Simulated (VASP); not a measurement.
# Y (Im-3m) in VASP: single point with PBE

Aim: the single point of Y with PBE.

All numbers are computed with VASP 6.6.1; they aren't measurements. Logs are shortened: lines on timing, memory, paths and dates and some standing lists are left out, and cuts for length are marked.

**1. The cell of the first run**

The structure is cubic, space group Im-3m (No. 229). Conventional cell: a = 4.196 Å, b = 4.196 Å, c = 4.196 Å, α = 90.00°, β = 90.00°, γ = 90.00°. Y (site symmetry m-3m) has 14 Y at 3.63 to 4.20 Å within 4.8 Å.

This isn't the form of Y at room conditions, which is hcp.

**2. Single point, PBE**

INCAR reads:

```
SYSTEM = Y
  ALGO = Normal
  EDIFF = 1E-6
  ENCUT = 500
  GGA = PE
  GGA_COMPAT = .FALSE.
  ISIF = 2
  ISMEAR = 0
  LASPH = .TRUE.
  LCHARG = .FALSE.
  LREAL = .FALSE.
  LWAVE = .FALSE.
  NBANDS = 12
  NELM = 120
  PREC = Accurate
  SIGMA = 0.1
```

KPOINTS reads:

```
k-points
0
G
  6 6 6
  0 0 0
```

POSCAR reads:

```
Y
1.0
   -2.0978409962      2.0978409962      2.0978409962
    2.0978409962     -2.0978409962      2.0978409962
    2.0978409962      2.0978409962     -2.0978409962
Y
1
Direct
    0.0000000000      0.0000000000      0.0000000000
```

Potentials or basis: VASP PAW PBE potentials, release 64 (Y_sv).

Command:

```
$ cat potpaw_PBE.64/Y_sv/POTCAR > POTCAR
$ mpirun -np 1 vasp_std > vasp.out
```

OUTCAR:

```text
SYSTEM = Y
   EDIFF = 1E-6
   ENCUT = 500
   GGA = PE
   ISIF = 2
   ISMEAR = 0
   LASPH = .TRUE.
   LREAL = .FALSE.
   NELM = 120
   PREC = Accurate

 ion  position               nearest neighbor table
   1  0.000  0.000  0.000-

  LATTYP: Found a body centered cubic cell.
 ALAT       =     4.1956819924

  Lattice vectors:

 A1 = (  -2.0978409962,   2.0978409962,   2.0978409962)
 A2 = (   2.0978409962,  -2.0978409962,   2.0978409962)
 A3 = (   2.0978409962,   2.0978409962,  -2.0978409962)

Analysis of symmetry for initial positions (statically):
=====================================================================
 Subroutine PRICEL returns:
 Original cell was already a primitive cell.

 Routine SETGRP: Setting up the symmetry group for a
 body centered cubic supercell.

 Subroutine GETGRP returns: Found 48 space group operations
 (whereof 48 operations were pure point group operations)
 out of a pool of 48 trial point group operations.

The static configuration has the point symmetry O_h .

Analysis of symmetry for dynamics (positions and initial velocities):
=====================================================================
 Subroutine PRICEL returns:
 Original cell was already a primitive cell.

 Routine SETGRP: Setting up the symmetry group for a
 body centered cubic supercell.

 Subroutine GETGRP returns: Found 48 space group operations
 (whereof 48 operations were pure point group operations)
 out of a pool of 48 trial point group operations.

The dynamic configuration has the point symmetry O_h .

 Subroutine INISYM returns: Found 48 space group operations
 (whereof 48 operations are pure point group operations),
 and found     1 'primitive' translations

----------------------------------------------------------------------------------------

                                     Primitive cell

  volume of cell :      36.9299

  direct lattice vectors                    reciprocal lattice vectors
    -2.097840996  2.097840996  2.097840996     0.000000000  0.238340275  0.238340275
     2.097840996 -2.097840996  2.097840996     0.238340275  0.000000000  0.238340275
     2.097840996  2.097840996 -2.097840996     0.238340275  0.238340275  0.000000000

  length of vectors
     3.633567192  3.633567192  3.633567192     0.337064049  0.337064049  0.337064049

  position of ions in fractional coordinates (direct lattice)
     0.000000000  0.000000000  0.000000000

  ion indices of the primitive-cell ions
   primitive index   ion index
                 1           1

----------------------------------------------------------------------------------------

 KPOINTS: k-points

Automatic generation of k-mesh.
 Grid dimensions read from file:
 generate k-points for:    6    6    6

 Generating k-lattice:

  Cartesian coordinates                     Fractional coordinates (reciprocal lattice)
     0.000000000  0.039723379  0.039723379     0.166666667  0.000000000  0.000000000
     0.039723379  0.000000000  0.039723379     0.000000000  0.166666667  0.000000000
     0.039723379  0.039723379  0.000000000     0.000000000  0.000000000  0.166666667

  Length of vectors
     0.056177342  0.056177342  0.056177342

  Shift w.r.t. Gamma in fractional coordinates (k-lattice)
     0.000000000  0.000000000  0.000000000

 Subroutine IBZKPT returns following result:
 ===========================================

 Found     16 irreducible k-points:

 Following reciprocal coordinates:
            Coordinates               Weight
  0.000000  0.000000  0.000000      1.000000
  0.166667  0.000000  0.000000     12.000000
  0.333333  0.000000  0.000000     12.000000
  0.500000  0.000000  0.000000      6.000000
  0.166667  0.166667  0.000000     24.000000
  0.333333  0.166667  0.000000     48.000000
[... 8 lines left out ...]
  0.500000  0.500000  0.333333     12.000000
  0.500000  0.500000  0.500000      1.000000
   k-points           NKPTS =     16   k-points in BZ     NKDIM =     16   number of bands    NBANDS=     12
   number of dos      NEDOS =    301   number of ions     NIONS =      1
   total plane-waves  NPLWV =  21952
   dimension x,y,z NGX =    28 NGY =   28 NGZ =   28
   dimension x,y,z NGXF=    56 NGYF=   56 NGZF=   56
   ions per type =               1
   NGX,Y,Z   is equivalent  to a cutoff of  12.81, 12.81, 12.81 a.u.
   NGXF,Y,Z  is equivalent  to a cutoff of  25.62, 25.62, 25.62 a.u.
 SYSTEM =  Y
   PREC   = accura    normal or accurate (medium, high low for compatibility)
   ISTART =      0    job   : 0-new  1-cont  2-samecut
   ICHARG =      2    charge: 1-file 2-atom 10-const
   ISPIN  =      1    spin polarized calculation?
   LNONCOLLINEAR =      F non collinear calculations
   LSORBIT =      F    spin-orbit coupling
   LASPH  =      T    aspherical Exc in radial PAW
   ENCUT  =  500.0 eV  36.75 Ry    6.06 a.u.   6.62  6.62  6.62*2*pi/ulx,y,z
   NELM   =    120;   NELMIN=  2; NELMDL= -5     # of ELM steps
   EDIFF  = 0.1E-05   stopping-criterion for ELM
   LREAL  =      F    real-space projection
   EDIFFG = 0.1E-04   stopping-criterion for IOM
   NSW    =      0    number of steps for IOM
   IBRION =     -1    ionic relax: 0-MD 1-quasi-New 2-CG
   NFREE  =      0    steps in history (QN), initial steepest desc. (CG)
   ISIF   =      2    stress and relaxation
   ISYM   =      2    0-nonsym 1-usesym 2-fastsym
   POTIM  = 0.5000    time-step for ionic-motion
   TEBEG  =    0.0;   TEEND  =   0.0 temperature during run
   PSTRESS=    0.0 pullay stress
   NELECT =      11.0000    total number of electrons
   NUPDOWN=      -1.0000    fix difference up-down
   EMIN   =  10.00;   EMAX   =-10.00  energy-range for DOS
   EFERMI =   0.00;   METHOD = LEGACY
   ISMEAR =     0;   SIGMA  =   0.10  broadening in eV -4-tet -1-fermi 0-gaus
   EFERMI_NEDOS =   21; number of points for ismear=-14 and -15
   IALGO  =     38    algorithm
   IMIX   =      4    mixing-type and parameters
     AMIX     =   0.40;   BMIX     =  1.00
     AMIX_MAG =   1.60;   BMIX_MAG =  1.00
  volume/ion in A,a.u.               =      36.93       249.22
  Fermi-wavevector in a.u.,A,eV,Ry     =   1.093318  2.066071 16.263646  1.195344
  Thomas-Fermi vector in A             =   2.229601
   LORBIT       =      0    0 simple, 1 ext, 2 COOP (PROOUT), +10 PAW based schemes
   GGA     = PE    functional components
   LHFCALC =     F    Hartree Fock is set to
   AEXX    =    0.0000 exact exchange contribution
   IVDW    =     0    specifies the selected vdW correction
   LEPSILON=     F    determine dielectric tensor
   LRPA    =     F    only Hartree local field effects (RPA)
 non-spin polarized calculation
 Gauss-broadening in eV      SIGMA  =   0.10
  energy-cutoff  :      500.00
  volume of cell :       36.93
 maximum number of plane-waves:       962
 NGX is ok and might be reduce to    28
   NGX = 13   NGY = 13   NGZ = 13

 number of electron      11.0000001 magnetization

 Free energy of the ion-electron system (eV)
  ---------------------------------------------------
  ext. energy  EPLUGINS =         0.00000000
  ---------------------------------------------------
  free energy    TOTEN  =        -6.26488629 eV

  energy without entropy =       -6.24610076  energy(sigma->0) =       -6.25549352

 E-fermi :   2.5770     XC(G=0):  -8.9951

 val. band max:        2.5522327284   @ k =   0.3333   0.1667   0.1667
 cond. band min:       2.5869215445   @ k =   0.1667   0.1667   0.1667
 fundamental gap:      0.0346888161
 Fermi energy:         2.5770286271

 k-point     1 :       0.0000    0.0000    0.0000
  band No.  band energies     occupation
      1     -40.6070      2.00000
      2     -20.3651      2.00000
      3     -20.3651      2.00000
      4     -20.3651      2.00000
      5      -2.0263      2.00000
      6       4.0933      0.00000
      7       4.0933      0.00000
      8       4.0933      0.00000
      9       5.7831      0.00000
     10       5.7831      0.00000
     11      12.4056      0.00000
     12      12.4056      0.00000

 k-point     2 :       0.1667    0.0000    0.0000
  band No.  band energies     occupation
      1     -40.5971      2.00000
      2     -20.4594      2.00000
      3     -20.3956      2.00000
      4     -20.3652      2.00000
      5      -1.4104      2.00000
      6       3.7029      0.00000
      7       3.7907      0.00000
      8       4.6861      0.00000
      9       5.4312      0.00000
     10       5.8007      0.00000
     11      12.6623      0.00000
     12      13.2159      0.00000

 k-point     3 :       0.3333    0.0000    0.0000
  band No.  band energies     occupation
      1     -40.5773      2.00000
      2     -20.6419      2.00000
      3     -20.4560      2.00000
      4     -20.3655      2.00000
      5       0.0187      2.00000
      6       3.0096      0.00000
      7       3.0723      0.00000
      8       5.6294      0.00000
      9       6.0102      0.00000
     10       6.2839      0.00000
     11      10.9261      0.00000
     12      11.2381      0.00000

 k-point     4 :       0.5000    0.0000    0.0000
  band No.  band energies     occupation
      1     -40.5673      2.00000
      2     -20.7304      2.00000
      3     -20.4859      2.00000
      4     -20.3657      2.00000
      5       0.7592      2.00000
      6       2.8065      0.00117
      7       3.0323      0.00000
      8       5.6758      0.00000
      9       6.2461      0.00000
     10       7.6484      0.00000
     11       9.3918      0.00000
     12      10.2378      0.00000

 k-point     5 :       0.1667    0.1667    0.0000
  band No.  band energies     occupation
      1     -40.5823      2.00000
      2     -20.5833      2.00000
      3     -20.4342      2.00000
      4     -20.3866      2.00000
      5      -0.3359      2.00000
      6       3.0937      0.00000
      7       3.2687      0.00000
      8       5.2608      0.00000
      9       5.8553      0.00000
     10       6.1169      0.00000
     11      11.6499      0.00000
     12      12.7254      0.00000
[... 108 lines left out ...]
      1     -40.5562      2.00000
      2     -20.6590      2.00000
      3     -20.5774      2.00000
      4     -20.4586      2.00000
      5       1.6584      2.00000
      6       2.1833      2.00000
      7       3.2885      0.00000
      8       5.2090      0.00000
      9       6.0156      0.00000
     10       7.8521      0.00000
     11       9.2344      0.00000
     12      10.7321      0.00000

 k-point    14 :      -0.3333    0.3333    0.3333
  band No.  band energies     occupation
      1     -40.5531      2.00000
      2     -20.6061      2.00000
      3     -20.5573      2.00000
      4     -20.5573      2.00000
      5       1.3426      2.00000
      6       2.1489      2.00000
      7       4.7538      0.00000
      8       4.7538      0.00000
      9       5.8426      0.00000
     10       6.1975      0.00000
     11      11.2975      0.00000
     12      11.2975      0.00000

 k-point    15 :       0.5000    0.5000    0.3333
  band No.  band energies     occupation
      1     -40.5451      2.00000
      2     -20.6514      2.00000
      3     -20.5905      2.00000
      4     -20.5616      2.00000
      5       1.6595      2.00000
      6       1.6984      2.00000
      7       4.8556      0.00000
      8       5.0151      0.00000
      9       7.3063      0.00000
     10       7.3175      0.00000
     11       8.7007      0.00000
     12       9.5920      0.00000

 k-point    16 :       0.5000    0.5000    0.5000
  band No.  band energies     occupation
      1     -40.5376      2.00000
      2     -20.6247      2.00000
      3     -20.6247      2.00000
      4     -20.6247      2.00000
      5       1.3902      2.00000
      6       1.3902      2.00000
      7       7.2003      0.00000
      8       7.2003      0.00000
      9       7.2003      0.00000
     10       7.3748      0.00000
     11       7.3748      0.00000
     12       7.3748      0.00000

------------------------ aborting loop because EDIFF is reached ----------------------------------------

  FORCE on cell =-STRESS in cart. coord.  units (eV):
  Direction    XX          YY          ZZ          XY          YZ          ZX
  --------------------------------------------------------------------------------------
  -------------------------------------------------------------------------------------
  Total       -0.8165415     -0.8165415     -0.8165415      0.0000000     -0.0000000      0.0000000
  in kB      -35.4251060    -35.4251060    -35.4251060      0.0000000     -0.0000000      0.0000000
  external PRESSURE =     -35.4251060 kB  Pullay stress =       0.0000000 kB

 VOLUME and BASIS-vectors are now :
 -----------------------------------------------------------------------------
  energy-cutoff  :      500.00
  volume of cell :       36.93
      direct lattice vectors                 reciprocal lattice vectors
    -2.097840996  2.097840996  2.097840996     0.000000000  0.238340275  0.238340275
     2.097840996 -2.097840996  2.097840996     0.238340275  0.000000000  0.238340275
     2.097840996  2.097840996 -2.097840996     0.238340275  0.238340275  0.000000000

 POSITION                                       TOTAL-FORCE (eV/Angst)
 -----------------------------------------------------------------------------------
      0.00000      0.00000      0.00000         0.000000      0.000000      0.000000
 -----------------------------------------------------------------------------------
    total drift:                               -0.000000     -0.000000     -0.000000

  FREE ENERGIE OF THE ION-ELECTRON SYSTEM (eV)
  ---------------------------------------------------
  free  energy   TOTEN  =        -6.2648862883 eV

  energy  without entropy=       -6.2461007560  energy(sigma->0) =       -6.25549352
```

It took 16 s on 1 thread of Intel Xeon 8259CL, shared host; peak memory 0.16 GiB.

What came out:

```yaml
Free_energy: -6.2649 eV
Pressure: -3.5 GPa
Band_gap_on_the_k_mesh: zero (an odd number of electrons rules out a gap without spin polarisation)
```

Levels at points of the mesh, in eV from the Fermi level:
| k point | band 1 | band 2 | band 3 | band 4 | band 5 | band 6 | band 7 | band 8 | band 9 | band 10 |
| --- | --- | --- | --- | --- | --- | --- | --- | --- | --- | --- |
| (0.00, 0.00, 0.00) | -43.18 | -22.94 | -22.94 | -22.94 | -4.60 | 1.52 | 1.52 | 1.52 | 3.21 | 3.21 |
| (0.50, 0.00, 0.00) | -43.14 | -23.31 | -23.06 | -22.94 | -1.82 | 0.23 | 0.46 | 3.10 | 3.67 | 5.07 |
| (0.50, 0.50, 0.50) | -43.11 | -23.20 | -23.20 | -23.20 | -1.19 | -1.19 | 4.62 | 4.62 | 4.62 | 4.80 |

Caveat: the cell stands under tension.

The gap in the log of VASP goes by the Fermi energy; the results here count the filled bands.